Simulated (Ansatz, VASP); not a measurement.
## Be3S5: VASP beside Ansatz

```
CELL_PARAMETERS angstrom
3.53717 0.00428 -0.00070
0.09724 3.54773 0.00563
1.76693 1.51586 10.66150
ATOMIC_POSITIONS crystal
Be 0.34940 0.30618 0.38464
Be 0.70999 0.72284 0.61427
Be 0.94388 0.06470 0.99997
S 0.81736 0.51174 0.10346
S 0.89516 0.25074 0.28322
S 0.26861 0.75345 0.49919
S 0.50811 0.97037 0.90014
S 0.75747 0.16998 0.71510
```

Alike in both runs: task single point; functional r2SCAN; k mesh 8 × 8 × 4; occupations gaussian, width 0.02 eV; no spin polarisation.

```csv
,VASP,Ansatz
version,VASP 6.6.1,Ansatz 0.2.0
potentials or method,"VASP PAW PBE potentials, release 64 (Be, S), cutoff 520 eV","scalar-relativistic, plane waves, PAW"
valence electrons in the cell,36,36
```

```csv
,VASP,Ansatz,Ansatz less VASP
gap on the k mesh at the Fermi level (eV),1.47,1.44,-0.023
least direct gap on the mesh (eV),2.07,2.05,-0.021
pressure (GPa),-0.8,-0.8,+0.02
"traceless stress, the component that is largest in VASP (GPa)",-0.62,-0.35,+0.277
rms of the force components (eV/Å),0.137,0.097,-0.0399
```

VASP's potentials were made for PBE, not for r2SCAN. Atom by atom the forces differ by 0.041 eV/Å (rms over components).
